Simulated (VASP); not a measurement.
**ZrH5: single point with PBE**

The system is ZrH5.

```
CELL_PARAMETERS angstrom
3.57599 0.00000 0.00000
-1.78799 3.09689 0.00000
0.00000 0.00000 3.13570
ATOMIC_POSITIONS crystal
Zr 0.00000 0.00000 0.00000
H 0.50000 0.00000 0.50000
H 0.50000 0.50000 0.50000
H 0.00000 0.50000 0.50000
H 0.33333 0.66667 0.00000
H 0.66667 0.33333 0.00000
```

The cell was built from a structure type or drawn by symmetry, and may not be a known phase.

```yaml
Program: VASP 6.6.1
Task: single point
Functional: PBE
Potentials_or_basis: VASP PAW PBE potentials, release 64 (Zr_sv, H)
Cutoff: 500 eV
k_mesh: 4 × 4 × 5
Occupations: gaussian, width 0.2 eV
Spin: no spin polarisation
Dipole_correction: no
Further_INCAR_settings: ALGO = Normal; EDIFF = 1e-06; NBANDS = 18
```

```
Pressure               : -0.5 GPa
Band gap on the k mesh : zero (an odd number of electrons rules out a gap without spin polarisation)
```

Stress tensor (GPa, compression positive):
```
-0.52  0.00  0.00
 0.00 -0.52  0.00
 0.00  0.00 -0.35
```

Levels at points of the mesh, in eV from the Fermi level:
| k point | band 5 | band 6 | band 7 | band 8 | band 9 | band 10 | band 11 | band 12 | band 13 | band 14 |
| --- | --- | --- | --- | --- | --- | --- | --- | --- | --- | --- |
| (0.00, 0.00, 0.00) | -11.06 | -3.32 | -1.65 | -1.65 | -0.39 | 4.16 | 4.16 | 6.04 | 6.95 | 6.95 |
| (0.50, 0.00, 0.00) | -7.53 | -7.51 | -1.95 | 0.59 | 1.97 | 2.07 | 3.53 | 3.62 | 3.74 | 7.09 |

Run time: 23 s on 1 thread of AMD EPYC 7571 (shared host), peak memory 0.12 GiB.

Caveat: the k points lie up to 0.51 Å⁻¹ apart, too coarse for converged energies and pressures of a metal.
